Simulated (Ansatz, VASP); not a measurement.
One calculation of SrRu3, two programs

```xyz
4
Lattice="4.1093 0.0000 0.0000 0.0000 4.1093 0.0000 0.0000 0.0000 4.1093" Properties=species:S:1:pos:R:3 pbc="T T T"
Sr    0.0000    0.0000    0.0000
Ru    0.0000    2.0546    2.0546
Ru    2.0546    2.0546    0.0000
Ru    2.0546    0.0000    2.0546
```

Alike in both runs: task single point; functional PBEsol; k mesh 8 × 8 × 8; occupations gaussian, width 0.05 eV; no spin polarisation.

```csv
,VASP,Ansatz
version,VASP 6.6.1,Ansatz 0.2.0
potentials or method,"VASP PAW PBE potentials, release 64 (Sr_sv, Ru_pv), cutoff 520 eV","scalar-relativistic, plane waves, PAW"
valence electrons in the cell,52,58
```

```tsv
	VASP	Ansatz	Ansatz less VASP
pressure (GPa)	-4.8	-5.4	-0.55
```

VASP's potentials were made for PBE, not for PBEsol. VASP's potentials hold 52 valence electrons a cell and Ansatz's 58, so a difference there can come from the potentials and not from the codes.
